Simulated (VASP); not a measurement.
Write the native input for VASP 6.6.1 that does the following.

```
Task                   : single point
Functional             : LDA
Potentials or basis    : VASP PAW LDA potentials, release 64 (Ti_sv, O)
Cutoff                 : 520 eV
k mesh                 : 6 × 6 × 6
Occupations            : fermi-dirac, width 0.05 eV
Spin                   : no spin polarisation
Dipole correction      : no
Further INCAR settings : ALGO = Normal; EDIFF = 1e-06; NBANDS = 33
```

The structure of TiO2 lies in POSCAR:

```
TiO2
1.0
    3.8273490000      0.0000000000      0.0000000000
   -0.0008784179      3.8273488992      0.0000000000
   -1.8619738737     -1.8624012659      4.7966369089
Ti O
2 4
Direct
    0.1341100000      0.8658900000      0.2500000000
    0.8658900000      0.1341100000      0.7500000000
    0.3312210000      0.0887550000      0.6671490000
    0.6687790000      0.9112450000      0.3328510000
    0.9112450000      0.6687790000      0.8328510000
    0.0887550000      0.3312210000      0.1671490000
```

The input as run:

INCAR

```
PREC = Accurate
ENCUT = 520
EDIFF = 1E-6
ISMEAR = -1
SIGMA = 0.05
LREAL = False
LASPH = True
NELM = 80
ALGO = Normal
ISIF = 2
LWAVE = False
LCHARG = False
NBANDS = 33
```

KPOINTS

```
regular mesh
0
Gamma
  6 6 6
```

Potentials or basis: VASP PAW LDA potentials, release 64 (Ti_sv, O).

Run with:

```bash
$ cat potpaw_LDA.64/Ti_sv/POTCAR potpaw_LDA.64/O/POTCAR > POTCAR
$ mpirun -np 1 vasp_std > vasp.out
```

It gave:

* Pressure: -11.9 GPa
* Largest force: 0.314 eV/Å
* Band gap on the k mesh: 1.95 eV, indirect (least direct gap 2.30 eV)

It took 3 min on 1 thread of Intel Xeon 6975P-C, on a shared host, peak memory 0.24 GiB.
